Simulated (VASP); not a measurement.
# Si (P-1) in VASP: further runs

Si is run at these levels: PBE-based screened hybrid with 25 % exact exchange, B3LYP, HSE06; tasks: single point.

Everything below comes from runs of VASP 6.6.1. Logs are shortened: lines on timing, memory, paths and dates and some standing lists are left out, and cuts for length are marked.

## (1) The cell of the first run

The typed cell holds 1 atom: a = 2.622 Å, b = 2.745 Å, c = 2.618 Å, α = 102.53°, β = 99.83°, γ = 125.45°.

## (2) Single point, PBE-based screened hybrid with 25 % exact exchange

File POSCAR:

```
Si
1.0
   -1.6322467100      1.6887678500      1.1666669100
    1.7308028500     -1.6932995100      1.2936920400
    1.6246017100      1.6856545100     -1.1722508300
Si
1
Direct
    0.0000000000      0.0000000000      0.0000000000
```

File INCAR.step1:

```
PREC = Accurate
ENCUT = 520
EDIFF = 1E-5
ISMEAR = -1
SIGMA = 0.05
LREAL = False
LASPH = True
NELM = 60
ALGO = Normal
ISIF = 2
LWAVE = True
NBANDS = 8
GGA = PE
```

File INCAR.step2:

```
PREC = Accurate
ENCUT = 520
EDIFF = 1E-6
ISMEAR = -1
SIGMA = 0.05
LREAL = False
LASPH = True
NELM = 60
ALGO = Normal
ISIF = 2
LWAVE = False
LCHARG = True
GGA = PE
LHFCALC = True
AEXX = 0.25
HFSCREEN = 0.3
PRECFOCK = Normal
LELF = True
LVHAR = True
NBANDS = 8
ISTART = 1
```

File KPOINTS:

```
Automatic mesh
0
Gamma
  7 7 6
```

Potentials or basis: VASP PAW PBE potentials, release 64 (Si).

Launch:

```console
$ cat potpaw_PBE.64/Si/POTCAR > POTCAR
$ cp INCAR.step1 INCAR
$ mpirun -np 1 vasp_std > vasp.out
$ cp INCAR.step2 INCAR
$ mpirun -np 1 vasp_std > vasp.out
```

OUTCAR:

```text
PREC = Accurate
   ENCUT = 520
   EDIFF = 1E-6
   ISMEAR = -1
   LREAL = False
   LASPH = True
   NELM = 60
   ISIF = 2
   GGA = PE
   LHFCALC = True
   AEXX = 0.25
   HFSCREEN = 0.3
   PRECFOCK = Normal
   ISTART = 1

 ion  position               nearest neighbor table
   1  0.000  0.000  0.000-

  LATTYP: Found a triclinic cell.
 ALAT       =     4.5080021996
 B/A-ratio  =     0.5462145275
 C/A-ratio  =     0.7485434769
 COS(alpha) =     0.0035845061
 COS(beta)  =     0.3789219790
 COS(gamma) =     0.8490195419

  Lattice vectors:

 A1 = (   1.8293589900,  -1.6978311700,   3.7540509900)
 A2 = (   0.0985561400,  -0.0045316600,   2.4603589500)
 A3 = (   0.0076450000,  -3.3744223600,   0.0055839200)

Analysis of symmetry for initial positions (statically):
=====================================================================
 Subroutine PRICEL returns:
 Original cell was already a primitive cell.

 Routine SETGRP: Setting up the symmetry group for a
 triclinic supercell.

 Subroutine GETGRP returns: Found  2 space group operations
 (whereof  2 operations were pure point group operations)
 out of a pool of  2 trial point group operations.

The static configuration has the point symmetry S_2 .

Analysis of symmetry for dynamics (positions and initial velocities):
=====================================================================
 Subroutine PRICEL returns:
 Original cell was already a primitive cell.

 Routine SETGRP: Setting up the symmetry group for a
 triclinic supercell.

 Subroutine GETGRP returns: Found  2 space group operations
 (whereof  2 operations were pure point group operations)
 out of a pool of  2 trial point group operations.

The dynamic configuration has the point symmetry S_2 .

 Subroutine INISYM returns: Found  2 space group operations
 (whereof  2 operations are pure point group operations),
 and found     1 'primitive' translations

----------------------------------------------------------------------------------------

                                     Primitive cell

  volume of cell :      13.9085

[... 89 lines left out ...]
   NSW    =      0    number of steps for IOM
   IBRION =     -1    ionic relax: 0-MD 1-quasi-New 2-CG
   NFREE  =      0    steps in history (QN), initial steepest desc. (CG)
   ISIF   =      2    stress and relaxation
   ISYM   =      3    0-nonsym 1-usesym 2-fastsym
   POTIM  = 0.5000    time-step for ionic-motion
   TEBEG  =    0.0;   TEEND  =   0.0 temperature during run
   PSTRESS=    0.0 pullay stress
   NELECT =       4.0000    total number of electrons
   NUPDOWN=      -1.0000    fix difference up-down
   EMIN   =  10.00;   EMAX   =-10.00  energy-range for DOS
   EFERMI =   0.00;   METHOD = LEGACY
   ISMEAR =    -1;   SIGMA  =   0.05  broadening in eV -4-tet -1-fermi 0-gaus
   EFERMI_NEDOS =   21; number of points for ismear=-14 and -15
   IALGO  =     38    algorithm
   IMIX   =      1    mixing-type and parameters
     AMIX     =   0.40;   BMIX     =  1.00
     AMIX_MAG =   1.60;   BMIX_MAG =  1.00
  volume/ion in A,a.u.               =      13.91        93.86
  Fermi-wavevector in a.u.,A,eV,Ry     =   1.080609  2.042054 15.887725  1.167715
  Thomas-Fermi vector in A             =   2.216604
   LORBIT       =      0    0 simple, 1 ext, 2 COOP (PROOUT), +10 PAW based schemes
   GGA     = PE    functional components
   LHFCALC =     T    Hartree Fock is set to
   PRECFOCK=normal    Normal, Fast or Accurate (Low or Medium for compatibility)
   ENCUT4O =  -1.0   cutoff for four orbital integrals eV
   NKREDX  =     1    reduce k-point grid by
   NKREDY  =     1    reduce k-point grid by
   NKREDZ  =     1    reduce k-point grid by
   AEXX    =    0.2500 exact exchange contribution
   HFSCREEN=    0.3000 screening length (either q_TF or 0.3 A-1)
   HFSCREENC=   0.3000 screening length for correlation (either q_TF or 0.3 A-1)
   ENCUTFOCK=  -1.0 apply spherical cutoff to Coloumb kernel
   IVDW    =     0    specifies the selected vdW correction
   LEPSILON=     F    determine dielectric tensor
   LRPA    =     F    only Hartree local field effects (RPA)
 non-spin polarized calculation
  energy-cutoff  :      520.00
  volume of cell :       13.91
 maximum number of plane-waves:       387
  NGX = 16; NGY = 16; NGZ = 16

 number of electron       4.0000000 magnetization

 Free energy of the ion-electron system (eV)
  ---------------------------------------------------
  ext. energy  EPLUGINS =         0.00000000
  ---------------------------------------------------
  free energy    TOTEN  =        -5.46121889 eV

  energy without entropy =       -5.45866335  energy(sigma->0) =       -5.45994112

 E-fermi :  10.7464     XC(G=0):  -9.4592

 val. band max:       10.7351309161   @ k =  -0.2857  -0.2857   0.3333
 cond. band min:      10.8079820565   @ k =   0.2857   0.4286   0.3333
 fundamental gap:      0.0728511404
 Fermi energy:        10.7463896398

 k-point     1 :       0.0000    0.0000    0.0000
  band No.  band energies     occupation
      1      -5.8928      2.00000
      2      19.5683      0.00000
      3      20.0936      0.00000
      4      20.3076      0.00000
      5      22.7737      0.00000
      6      27.1614      0.00000
      7      28.8047      0.00000
      8      29.1388      0.00000
[... 243 lines left out ...]
 k-point    24 :      -0.2857    0.4286    0.0000
  band No.  band energies     occupation
      1      -1.8539      2.00000
      2       6.6360      2.00000
      3      16.8049      0.00000
      4      20.7376      0.00000
      5      23.5599      0.00000
      6      27.6329      0.00000
      7      29.0775      0.00000
      8      31.8786      0.00000

 [... further k-points ...]

------------------------ aborting loop because EDIFF is reached ----------------------------------------

  FORCE on cell =-STRESS in cart. coord.  units (eV):
  Direction    XX          YY          ZZ          XY          YZ          ZX
  --------------------------------------------------------------------------------------
  -------------------------------------------------------------------------------------
  Total        0.0417593     -0.2069809      1.1644600      0.1197186      0.4175024      0.5401471
  in kB        4.8104369    -23.8430429    134.1392586     13.7909056     48.0939321     62.2219146
  external PRESSURE =      38.3688842 kB  Pullay stress =       0.0000000 kB

 VOLUME and BASIS-vectors are now :
 -----------------------------------------------------------------------------
  energy-cutoff  :      520.00
  volume of cell :       13.91
      direct lattice vectors                 reciprocal lattice vectors
    -1.632246710  1.688767850  1.166666910    -0.014073878  0.296989545  0.407555541
     1.730802850 -1.693299510  1.293692040     0.283730534  0.001296585  0.395081575
     1.624601710  1.685654510 -1.172250830     0.299117217  0.297005767 -0.011434880

 POSITION                                       TOTAL-FORCE (eV/Angst)
 -----------------------------------------------------------------------------------
      0.00000      0.00000      0.00000         0.000000      0.000000     -0.000000
 -----------------------------------------------------------------------------------
    total drift:                                0.000000     -0.000000     -0.000000

  FREE ENERGIE OF THE ION-ELECTRON SYSTEM (eV)
  ---------------------------------------------------
  free  energy   TOTEN  =        -5.4612188890 eV

  energy  without entropy=       -5.4586633457  energy(sigma->0) =       -5.45994112
```

It took 26 min on 1 thread of AMD EPYC 7R13, shared host; peak memory 0.2 GiB.

What came out:

```
Free energy            : -5.4612 eV
Pressure               : 3.8 GPa
Band gap on the k mesh : zero (bands 2 and 3 overlap by 12.31 eV)
```

Levels at points of the mesh, in eV from the Fermi level:
| k point | band 1 | band 2 | band 3 | band 4 | band 5 |
| --- | --- | --- | --- | --- | --- |
| (0.00, 0.00, 0.00) | -16.64 | 8.82 | 9.35 | 9.56 | 12.03 |
| (0.00, 0.00, 0.50) | -10.42 | -8.65 | 11.91 | 12.28 | 13.25 |

Caveat: the k points lie up to 0.44 Å⁻¹ apart, too coarse for converged energies and pressures of a metal; the PAW data sets were made with another functional, which shifts forces and pressure a little.

## (3) Single point, B3LYP

POSCAR is that of step 2.

File INCAR.step1:

```
SYSTEM = Si
PREC = Accurate ; ENCUT = 520
EDIFF = 1E-5 ; ISMEAR = -1
SIGMA = 0.05 ; LREAL = .False.
LASPH = .True. ; NELM = 80
ALGO = Normal ; ISIF = 2
LWAVE = .True. ; LCHARG = .False.
GGA = PE ; NBANDS = 8
```

File INCAR.step2:

```
SYSTEM = Si
PREC = Accurate ; ENCUT = 520
EDIFF = 1E-6 ; ISMEAR = -1
SIGMA = 0.05 ; LREAL = .False.
LASPH = .True. ; NELM = 80
ALGO = Normal ; ISIF = 2
LWAVE = .False. ; LCHARG = .False.
GGA = B3 ; LHFCALC = .True.
AEXX = 0.2 ; AGGAX = 0.72
AGGAC = 0.81 ; ALDAC = 0.19
PRECFOCK = Normal ; ISTART = 1
NBANDS = 8
```

File KPOINTS:

```
regular mesh
0
Gamma
  7 7 6
  0 0 0
```

Potentials or basis: VASP PAW PBE potentials, release 64 (Si).

Launch:

```console
$ cat potpaw_PBE.64/Si/POTCAR > POTCAR
$ cp INCAR.step1 INCAR
$ mpirun -np 1 vasp_std > vasp.out
$ cp INCAR.step2 INCAR
$ mpirun -np 1 vasp_std > vasp.out
```

OUTCAR:

```text
SYSTEM = Si
   PREC = Accurate
   ENCUT = 520
   EDIFF = 1E-6
   ISMEAR = -1
   LREAL = .False.
   LASPH = .True.
   NELM = 80
   ISIF = 2
   GGA = B3
   LHFCALC = .True.
   AEXX = 0.2
   PRECFOCK = Normal
   ISTART = 1

 ion  position               nearest neighbor table
   1  0.000  0.000  0.000-

  LATTYP: Found a triclinic cell.
 ALAT       =     4.5080021996
 B/A-ratio  =     0.5462145275
 C/A-ratio  =     0.7485434769
 COS(alpha) =     0.0035845061
 COS(beta)  =     0.3789219790
 COS(gamma) =     0.8490195419

  Lattice vectors:

 A1 = (   1.8293589900,  -1.6978311700,   3.7540509900)
 A2 = (   0.0985561400,  -0.0045316600,   2.4603589500)
 A3 = (   0.0076450000,  -3.3744223600,   0.0055839200)

Analysis of symmetry for initial positions (statically):
=====================================================================
 Subroutine PRICEL returns:
 Original cell was already a primitive cell.

 Routine SETGRP: Setting up the symmetry group for a
[... 172 lines left out ...]

 E-fermi :  11.0519     XC(G=0):  -8.9513

 val. band max:       10.6745140484   @ k =  -0.1429   0.4286   0.0000
 cond. band min:      11.0530384293   @ k =   0.4286  -0.2857   0.3333
 fundamental gap:      0.3785243809
 Fermi energy:        11.0518943566

 k-point     1 :       0.0000    0.0000    0.0000
  band No.  band energies     occupation
      1      -5.7614      2.00000
      2      20.1757      0.00000
      3      20.5337      0.00000
      4      20.7474      0.00000
      5      23.4667      0.00000
      6      27.3767      0.00000
      7      29.3577      0.00000
      8      29.6596      0.00000
[... 243 lines left out ...]
 k-point    24 :      -0.2857    0.4286    0.0000
  band No.  band energies     occupation
      1      -1.8212      2.00000
      2       6.6657      2.00000
      3      17.3131      0.00000
      4      21.1966      0.00000
      5      24.1755      0.00000
      6      28.1500      0.00000
      7      29.6307      0.00000
      8      32.2299      0.00000

 [... further k-points ...]

------------------------ aborting loop because EDIFF is reached ----------------------------------------

  FORCE on cell =-STRESS in cart. coord.  units (eV):
  Direction    XX          YY          ZZ          XY          YZ          ZX
  --------------------------------------------------------------------------------------
  -------------------------------------------------------------------------------------
  Total        0.7372629      0.5575205      1.5883083      0.0944047      0.3431500      0.6899463
  in kB       84.9285477     64.2232259    182.9642026     10.8748948     39.5289581     79.4779369
  external PRESSURE =     110.7053254 kB  Pullay stress =       0.0000000 kB

 VOLUME and BASIS-vectors are now :
 -----------------------------------------------------------------------------
  energy-cutoff  :      520.00
  volume of cell :       13.91
      direct lattice vectors                 reciprocal lattice vectors
    -1.632246710  1.688767850  1.166666910    -0.014073878  0.296989545  0.407555541
     1.730802850 -1.693299510  1.293692040     0.283730534  0.001296585  0.395081575
     1.624601710  1.685654510 -1.172250830     0.299117217  0.297005767 -0.011434880

 POSITION                                       TOTAL-FORCE (eV/Angst)
 -----------------------------------------------------------------------------------
      0.00000      0.00000      0.00000         0.000000      0.000000      0.000000
 -----------------------------------------------------------------------------------
    total drift:                               -0.000000      0.000000     -0.000000

  FREE ENERGIE OF THE ION-ELECTRON SYSTEM (eV)
  ---------------------------------------------------
  free  energy   TOTEN  =        -4.8495257288 eV

  energy  without entropy=       -4.8490087550  energy(sigma->0) =       -4.84926724
```

OUTCAR.step1:

```text
SYSTEM = Si
   PREC = Accurate
   ENCUT = 520
   EDIFF = 1E-5
   ISMEAR = -1
   LREAL = .False.
[... 486 lines left out ...]
 -----------------------------------------------------------------------------------
      0.00000      0.00000      0.00000         0.000000      0.000000      0.000000
 -----------------------------------------------------------------------------------
    total drift:                                0.000000      0.000000     -0.000000

  FREE ENERGIE OF THE ION-ELECTRON SYSTEM (eV)
  ---------------------------------------------------
  free  energy   TOTEN  =        -4.8993744489 eV

  energy  without entropy=       -4.8959769831  energy(sigma->0) =       -4.89767572
```

Wall time 18 min (1 thread of Intel Xeon 8259CL, shared host); peak memory 0.14 GiB.

What came out:

| Item | Value |
| --- | --- |
| Free energy | -4.8495 eV |
| Pressure | 11.1 GPa |
| Band gap on the k mesh | zero (bands 2 and 3 overlap by 12.91 eV) |

Caveat: the k points lie up to 0.44 Å⁻¹ apart, too coarse for converged energies and pressures of a metal; the PAW data sets were made with another functional, which shifts forces and pressure a little.

## (4) Single point, HSE06

POSCAR is that of step 3.

File INCAR.step1:

```
SYSTEM = Si
  ALGO = Normal
  EDIFF = 1E-5
  ENCUT = 520
  GGA = PE
  ISIF = 2
  ISMEAR = -1
  LASPH = .TRUE.
  LCHARG = .FALSE.
  LREAL = .FALSE.
  LWAVE = .TRUE.
  NBANDS = 8
  NELM = 60
  PREC = Accurate
  SIGMA = 0.05
```

File INCAR.step2:

```
SYSTEM = Si
  ALGO = Normal
  EDIFF = 1E-6
  ENCUT = 520
  GGA = PE
  HFSCREEN = 0.2079
  ISIF = 2
  ISMEAR = -1
  ISTART = 1
  LASPH = .TRUE.
  LCHARG = .FALSE.
  LHFCALC = .TRUE.
  LREAL = .FALSE.
  LWAVE = .FALSE.
  NBANDS = 8
  NELM = 60
  PREC = Accurate
  PRECFOCK = Normal
  SIGMA = 0.05
```

File KPOINTS:

```
k-points
0
G
  7 7 6
  0 0 0
```

Launch:

```console
$ cat potpaw_PBE.64/Si/POTCAR > POTCAR
$ cp INCAR.step1 INCAR
$ mpirun -np 1 vasp_std > vasp.out
$ cp INCAR.step2 INCAR
$ mpirun -np 1 vasp_std > vasp.out
```

Run time: 20 min. Hardware: 1 thread of Intel Xeon 8259CL, shared host; peak memory 0.24 GiB.

The run converged. Its results:

```yaml
Free_energy: -5.6216 eV
Pressure: 3.5 GPa
Band_gap_on_the_k_mesh: zero (bands 2 and 3 overlap by 12.54 eV)
```

Stress tensor (GPa, compression positive):
```
 0.01  1.31  6.52
 1.31 -2.67  4.77
 6.52  4.77 13.09
```

Levels at points of the mesh, in eV from the Fermi level:
| k point | band 1 | band 2 | band 3 | band 4 | band 5 |
| --- | --- | --- | --- | --- | --- |
| (0.00, 0.00, 0.00) | -16.86 | 8.96 | 9.49 | 9.70 | 12.17 |
| (0.00, 0.00, 0.50) | -10.63 | -8.86 | 12.06 | 12.43 | 13.41 |

Caveat: the k points lie up to 0.44 Å⁻¹ apart, too coarse for converged energies and pressures of a metal; the PAW data sets were made with another functional, which shifts forces and pressure a little.

## (5) The runs side by side

| level | share of exact exchange | screening parameter | gap on the mesh (eV) | pressure (GPa) |
| --- | --- | --- | --- | --- |
| PBE-based screened hybrid with 25 % exact exchange | 0.25 | 0.3 1/Å | none | 3.8 |
| B3LYP | 0.2 | - | none | 11.1 |
| HSE06 | 0.25 | 0.2079 1/Å | none | 3.5 |

Alike in all rows: task single point; potentials or basis VASP PAW PBE potentials, release 64 (Si); no spin polarisation; cell as given; k mesh 7 × 7 × 6; cutoff (eV) 520; smearing fermi-dirac 0.05 eV.

Caveats: all runs use coarse meshes; the PAW data sets were made with another functional, which shifts forces and pressure a little.

Absolute energies hang on the potentials; compare differences alone.
